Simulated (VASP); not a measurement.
# GaN (F-43m) in VASP: relaxation of cell and atoms with PBE

Aim: the relaxation of cell and atoms of GaN with PBE.

All numbers are computed with VASP 6.6.1; they aren't measurements. Logs are shortened: lines on timing, memory, paths and dates and some standing lists are left out, and cuts for length are marked.

## Step 1: The cell of the first run

Symmetry: F-43m, No. 216, cubic system. The conventional cell has a = 4.546 Å, b = 4.546 Å, c = 4.546 Å, α = 90.00°, β = 90.00°, γ = 90.00°. Ga (site symmetry -43m) has 4 N at 1.97 Å within 2.6 Å. Within 2.6 Å of N (site symmetry -43m) lie 4 Ga at 1.97 Å.

## Step 2: Relaxation of cell and atoms, PBE

INCAR

```
SYSTEM = GaN
  PREC = Accurate
  ENCUT = 600
  EDIFF = 1E-7
  ISMEAR = 0
  SIGMA = 0.02
  LREAL = .FALSE.
  LASPH = .TRUE.
  NELM = 100
  ALGO = Normal
  ISIF = 3
  LWAVE = .FALSE.
  LCHARG = .FALSE.
  GGA = PE
  IBRION = 2
  NSW = 100
  EDIFFG = -0.01
```

KPOINTS

```
Automatic mesh
0
G
  10 10 10
  0 0 0
```

POSCAR

```
GaN
1.0
    0.0000000000      2.2731621029      2.2731621029
    2.2731621029      0.0000000000      2.2731621029
    2.2731621029      2.2731621029      0.0000000000
Ga N
1 1
Direct
    0.0000000000      0.0000000000      0.0000000000
    0.7500000000      0.7500000000      0.7500000000
```

Potentials or basis: VASP PAW PBE potentials, release 64 (Ga_d, N).

The run is started by

```bash
$ cat potpaw_PBE.64/Ga_d/POTCAR potpaw_PBE.64/N/POTCAR > POTCAR
$ mpirun -np 1 vasp_std > vasp.out
```

OUTCAR:

```text
SYSTEM = GaN
   PREC = Accurate
   ENCUT = 600
   EDIFF = 1E-7
   ISMEAR = 0
   LREAL = .FALSE.
   LASPH = .TRUE.
   NELM = 100
   ISIF = 3
   GGA = PE
   IBRION = 2
   NSW = 100
   EDIFFG = -0.01

 ion  position               nearest neighbor table
   1  0.000  0.000  0.000-   2 1.97   2 1.97   2 1.97   2 1.97
   2  0.750  0.750  0.750-   1 1.97   1 1.97   1 1.97   1 1.97

  LATTYP: Found a face centered cubic cell.
 ALAT       =     4.5463242058

  Lattice vectors:

 A1 = (   0.0000000000,   2.2731621029,   2.2731621029)
 A2 = (   2.2731621029,   0.0000000000,   2.2731621029)
 A3 = (   2.2731621029,   2.2731621029,   0.0000000000)

Analysis of symmetry for initial positions (statically):
=====================================================================
 Subroutine PRICEL returns:
 Original cell was already a primitive cell.

 Routine SETGRP: Setting up the symmetry group for a
 face centered cubic supercell.

 Subroutine GETGRP returns: Found 24 space group operations
 (whereof 24 operations were pure point group operations)
 out of a pool of 48 trial point group operations.

The static configuration has the point symmetry T_d .

Analysis of symmetry for dynamics (positions and initial velocities):
=====================================================================
 Subroutine PRICEL returns:
 Original cell was already a primitive cell.

 Routine SETGRP: Setting up the symmetry group for a
 face centered cubic supercell.

 Subroutine GETGRP returns: Found 24 space group operations
 (whereof 24 operations were pure point group operations)
 out of a pool of 48 trial point group operations.

The dynamic configuration has the point symmetry T_d .

 Subroutine INISYM returns: Found 24 space group operations
 (whereof 24 operations are pure point group operations),
 and found     1 'primitive' translations

----------------------------------------------------------------------------------------

                                     Primitive cell

  volume of cell :      23.4921

  direct lattice vectors                    reciprocal lattice vectors
     0.000000000  2.273162103  2.273162103    -0.219957916  0.219957916  0.219957916
     2.273162103  0.000000000  2.273162103     0.219957916 -0.219957916  0.219957916
     2.273162103  2.273162103  0.000000000     0.219957916  0.219957916 -0.219957916

  length of vectors
     3.214736675  3.214736675  3.214736675     0.380978287  0.380978287  0.380978287

  position of ions in fractional coordinates (direct lattice)
     0.000000000  0.000000000  0.000000000
     0.750000000  0.750000000  0.750000000

  ion indices of the primitive-cell ions
   primitive index   ion index
                 1           1
                 2           2

----------------------------------------------------------------------------------------

 KPOINTS: Automatic mesh

Automatic generation of k-mesh.
 Grid dimensions read from file:
 generate k-points for:   10   10   10

 Generating k-lattice:

  Cartesian coordinates                     Fractional coordinates (reciprocal lattice)
    -0.021995792  0.021995792  0.021995792     0.100000000  0.000000000  0.000000000
     0.021995792 -0.021995792  0.021995792     0.000000000  0.100000000  0.000000000
     0.021995792  0.021995792 -0.021995792     0.000000000  0.000000000  0.100000000

  Length of vectors
     0.038097829  0.038097829  0.038097829

  Shift w.r.t. Gamma in fractional coordinates (k-lattice)
     0.000000000  0.000000000  0.000000000

 Subroutine IBZKPT returns following result:
 ===========================================

 Found     47 irreducible k-points:

 Following reciprocal coordinates:
            Coordinates               Weight
  0.000000  0.000000  0.000000      1.000000
  0.100000  0.000000  0.000000      8.000000
  0.200000  0.000000  0.000000      8.000000
  0.300000  0.000000  0.000000      8.000000
  0.400000  0.000000  0.000000      8.000000
  0.500000  0.000000  0.000000      4.000000
[... 16 lines left out ...]
  0.300000  0.300000  0.000000      6.000000
  0.400000  0.300000  0.000000     24.000000
 [... further k-points ...]
   k-points           NKPTS =     47   k-points in BZ     NKDIM =     47   number of bands    NBANDS=     13
   number of dos      NEDOS =    301   number of ions     NIONS =      2
   total plane-waves  NPLWV =  21952
   dimension x,y,z NGX =    28 NGY =   28 NGZ =   28
   dimension x,y,z NGXF=    56 NGYF=   56 NGZF=   56
   ions per type =               1   1
   NGX,Y,Z   is equivalent  to a cutoff of  14.48, 14.48, 14.48 a.u.
   NGXF,Y,Z  is equivalent  to a cutoff of  28.96, 28.96, 28.96 a.u.
 SYSTEM =  GaN
   PREC   = accura    normal or accurate (medium, high low for compatibility)
   ISTART =      0    job   : 0-new  1-cont  2-samecut
   ICHARG =      2    charge: 1-file 2-atom 10-const
   ISPIN  =      1    spin polarized calculation?
   LNONCOLLINEAR =      F non collinear calculations
   LSORBIT =      F    spin-orbit coupling
   LASPH  =      T    aspherical Exc in radial PAW
   ENCUT  =  600.0 eV  44.10 Ry    6.64 a.u.   6.42  6.42  6.42*2*pi/ulx,y,z
   NELM   =    100;   NELMIN=  2; NELMDL= -5     # of ELM steps
   EDIFF  = 0.1E-06   stopping-criterion for ELM
   LREAL  =      F    real-space projection
   EDIFFG = -.1E-01   stopping-criterion for IOM
   NSW    =    100    number of steps for IOM
   IBRION =      2    ionic relax: 0-MD 1-quasi-New 2-CG
   NFREE  =      1    steps in history (QN), initial steepest desc. (CG)
   ISIF   =      3    stress and relaxation
   ISYM   =      2    0-nonsym 1-usesym 2-fastsym
   POTIM  = 0.5000    time-step for ionic-motion
   TEBEG  =    0.0;   TEEND  =   0.0 temperature during run
   PSTRESS=    0.0 pullay stress
   NELECT =      18.0000    total number of electrons
   NUPDOWN=      -1.0000    fix difference up-down
   EMIN   =  10.00;   EMAX   =-10.00  energy-range for DOS
   EFERMI =   0.00;   METHOD = LEGACY
   ISMEAR =     0;   SIGMA  =   0.02  broadening in eV -4-tet -1-fermi 0-gaus
   EFERMI_NEDOS =   21; number of points for ismear=-14 and -15
   IALGO  =     38    algorithm
   IMIX   =      4    mixing-type and parameters
     AMIX     =   0.40;   BMIX     =  1.00
     AMIX_MAG =   1.60;   BMIX_MAG =  1.00
  volume/ion in A,a.u.               =      11.75        79.27
  Fermi-wavevector in a.u.,A,eV,Ry     =   1.498046  2.830897 30.533419  2.244143
  Thomas-Fermi vector in A             =   2.609856
   LORBIT       =      0    0 simple, 1 ext, 2 COOP (PROOUT), +10 PAW based schemes
   GGA     = PE    functional components
   LHFCALC =     F    Hartree Fock is set to
   AEXX    =    0.0000 exact exchange contribution
   IVDW    =     0    specifies the selected vdW correction
   LEPSILON=     F    determine dielectric tensor
   LRPA    =     F    only Hartree local field effects (RPA)
 conjugate gradient relaxation of ions
 non-spin polarized calculation
 Gauss-broadening in eV      SIGMA  =   0.02
  energy-cutoff  :      600.00
  volume of cell :       23.49
 maximum number of plane-waves:       801
 NGX is ok and might be reduce to    28
   NGX = 13   NGY = 13   NGZ = 13

--------------------------------------- Ionic step        1  -------------------------------------------

 number of electron      18.0000003 magnetization

 Free energy of the ion-electron system (eV)
  ---------------------------------------------------
  ext. energy  EPLUGINS =         0.00000000
  ---------------------------------------------------
  free energy    TOTEN  =       -12.15501523 eV

  energy without entropy =      -12.15501523  energy(sigma->0) =      -12.15501523

------------------------ aborting loop because EDIFF is reached ----------------------------------------

  FORCE on cell =-STRESS in cart. coord.  units (eV):
  Direction    XX          YY          ZZ          XY          YZ          ZX
  --------------------------------------------------------------------------------------
  -------------------------------------------------------------------------------------
  Total        0.0268163      0.0268163      0.0268163      0.0000000      0.0000000     -0.0000000
  in kB        1.8288914      1.8288914      1.8288914      0.0000000      0.0000000     -0.0000000
  external PRESSURE =       1.8288914 kB  Pullay stress =       0.0000000 kB

 VOLUME and BASIS-vectors are now :
 -----------------------------------------------------------------------------
  energy-cutoff  :      600.00
  volume of cell :       23.49
      direct lattice vectors                 reciprocal lattice vectors
     0.000000000  2.273162103  2.273162103    -0.219957916  0.219957916  0.219957916
     2.273162103  0.000000000  2.273162103     0.219957916 -0.219957916  0.219957916
     2.273162103  2.273162103  0.000000000     0.219957916  0.219957916 -0.219957916
[... 37 lines left out ...]
 POSITION                                       TOTAL-FORCE (eV/Angst)
 -----------------------------------------------------------------------------------
     -0.00000      2.27463      2.27463        -0.000000     -0.000000     -0.000000
      3.41195      3.41195      3.41195         0.000000      0.000000      0.000000
 -----------------------------------------------------------------------------------
    total drift:                               -0.000000     -0.000000     -0.000001

  FREE ENERGIE OF THE ION-ELECTRON SYSTEM (eV)
  ---------------------------------------------------
  free  energy   TOTEN  =       -12.1550200899 eV

  energy  without entropy=      -12.1550200899  energy(sigma->0) =      -12.15502009

--------------------------------------- Ionic step        3  -------------------------------------------

 number of electron      18.0000002 magnetization

 Free energy of the ion-electron system (eV)
  ---------------------------------------------------
  ext. energy  EPLUGINS =         0.00000000
  ---------------------------------------------------
  free energy    TOTEN  =       -12.15502950 eV

  energy without entropy =      -12.15502950  energy(sigma->0) =      -12.15502950

 E-fermi :   5.1667     XC(G=0): -11.5224

 val. band max:        4.9901800367   @ k =   0.0000   0.0000   0.0000
 cond. band min:       6.5394560082   @ k =   0.0000   0.0000   0.0000
 fundamental gap:      1.5492759715
 Fermi energy:         5.1667119782

 k-point     1 :       0.0000    0.0000    0.0000
  band No.  band energies     occupation
      1     -10.7159      2.00000
      2      -8.4327      2.00000
      3      -8.4327      2.00000
      4      -8.4327      2.00000
      5      -8.1396      2.00000
      6      -8.1396      2.00000
      7       4.9902      2.00000
      8       4.9902      2.00000
      9       4.9902      2.00000
     10       6.5395      0.00000
     11      15.1220      0.00000
     12      15.1220      0.00000
     13      15.1220      0.00000

 k-point     2 :       0.1000    0.0000    0.0000
  band No.  band energies     occupation
      1     -10.6123      2.00000
      2      -8.4202      2.00000
      3      -8.4202      2.00000
      4      -8.3917      2.00000
      5      -8.1407      2.00000
      6      -8.1407      2.00000
      7       3.8795      2.00000
      8       4.8872      2.00000
      9       4.8872      2.00000
     10       7.4189      0.00000
     11      14.6265      0.00000
[... 339 lines left out ...]
 k-point    24 :       0.4000    0.3000    0.0000
  band No.  band energies     occupation
      1      -9.8373      2.00000
      2      -8.3088      2.00000
      3      -8.2261      2.00000
      4      -8.2260      2.00000
      5      -8.0836      2.00000
      6      -7.1831      2.00000
      7       0.0300      2.00000
      8       2.6010      2.00000
      9       2.9153      2.00000
     10       9.4055      0.00000
     11      11.9378      0.00000
     12      15.6631      0.00000
     13      17.6086      0.00000

 [... further k-points ...]

------------------------ aborting loop because EDIFF is reached ----------------------------------------

  FORCE on cell =-STRESS in cart. coord.  units (eV):
  Direction    XX          YY          ZZ          XY          YZ          ZX
  --------------------------------------------------------------------------------------
  -------------------------------------------------------------------------------------
  Total        0.0023245      0.0023245      0.0023245      0.0000000     -0.0000000      0.0000000
  in kB        0.1583565      0.1583565      0.1583565      0.0000000     -0.0000000      0.0000000
  external PRESSURE =       0.1583565 kB  Pullay stress =       0.0000000 kB

 VOLUME and BASIS-vectors are now :
 -----------------------------------------------------------------------------
  energy-cutoff  :      600.00
  volume of cell :       23.52
      direct lattice vectors                 reciprocal lattice vectors
    -0.000000000  2.273992659  2.273992659    -0.219877579  0.219877579  0.219877579
     2.273992659  0.000000000  2.273992659     0.219877579 -0.219877579  0.219877579
     2.273992659  2.273992659  0.000000000     0.219877579  0.219877579 -0.219877579

 POSITION                                       TOTAL-FORCE (eV/Angst)
 -----------------------------------------------------------------------------------
      0.00000      0.00000      0.00000         0.000000     -0.000000      0.000000
      3.41099      3.41099      3.41099        -0.000000      0.000000     -0.000000
 -----------------------------------------------------------------------------------
    total drift:                               -0.000000     -0.000000     -0.000001

  FREE ENERGIE OF THE ION-ELECTRON SYSTEM (eV)
  ---------------------------------------------------
  free  energy   TOTEN  =       -12.1550294991 eV

  energy  without entropy=      -12.1550294991  energy(sigma->0) =      -12.15502950

 reached required accuracy - stopping structural energy minimisation
```

Wall time 26 s (1 thread of AMD EPYC 9R45 (Zen 5), shared host); peak memory 0.14 GiB.

What came out:

| Property | Result |
| --- | --- |
| Free energy | -12.1550 eV |
| Relaxed volume | 11.76 Å³/atom |
| Relaxed cell | a = 3.216 Å, b = 3.216 Å, c = 3.216 Å, α = 60.00°, β = 60.00°, γ = 60.00° |
| Space group after relaxing (to 0.05 Å) | F-43m (No. 216) |
| Energy gained by relaxing | 0.0 meV/atom |
| Ionic steps | 3 |
| Pressure after relaxing | 0.0 GPa |
| Band gap on the k mesh | 1.55 eV, direct |

Final structure:
```
CELL_PARAMETERS angstrom
0.00000 2.27399 2.27399
2.27399 0.00000 2.27399
2.27399 2.27399 0.00000
ATOMIC_POSITIONS crystal
Ga 0.00000 0.00000 0.00000
N 0.75000 0.75000 0.75000
```
